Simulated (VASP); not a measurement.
A run of VASP 6.6.1:

File INCAR:

```
SYSTEM = ZnF2
PREC = Accurate ; ENCUT = 600
EDIFF = 1E-6 ; ISMEAR = 0
SIGMA = 0.01 ; LREAL = .FALSE.
LASPH = .TRUE. ; NELM = 120
ALGO = Normal ; ISIF = 2
LWAVE = .FALSE. ; LCHARG = .FALSE.
NBANDS = 35 ; GGA_COMPAT = .FALSE.
```

File KPOINTS:

```
regular mesh
0
G
  4 4 6
  0 0 0
```

Contents of POSCAR:

```
ZnF2
1.0
    4.6613369933      0.0000000000      0.0000000000
    0.0000000000      4.6613369933      0.0000000000
    0.0000000000      0.0000000000      3.1084304206
Zn F
2 4
Direct
    0.0000000000      0.0000000000      0.0000000000
    0.5000000000      0.5000000000      0.5000000000
    0.3038917579      0.3038917579      0.0000000000
    0.1961082421      0.8038917579      0.5000000000
    0.6961082421      0.6961082421      0.0000000000
    0.8038917579      0.1961082421      0.5000000000
```

Potentials or basis: VASP PAW LDA potentials, release 64 (Zn, F).

Run with:

```bash
$ cat potpaw_LDA.64/Zn/POTCAR potpaw_LDA.64/F/POTCAR > POTCAR
$ mpirun -np 1 vasp_std > vasp.out
```

Hardware: 1 thread of Intel Xeon 8259CL, with other jobs on the host.

Question: Estimate the wall time of this run.

Answer: It took 81 s on 1 thread of Intel Xeon 8259CL, on a shared host, peak memory 0.2 GiB. Counts: scf iterations 14, k points 24.
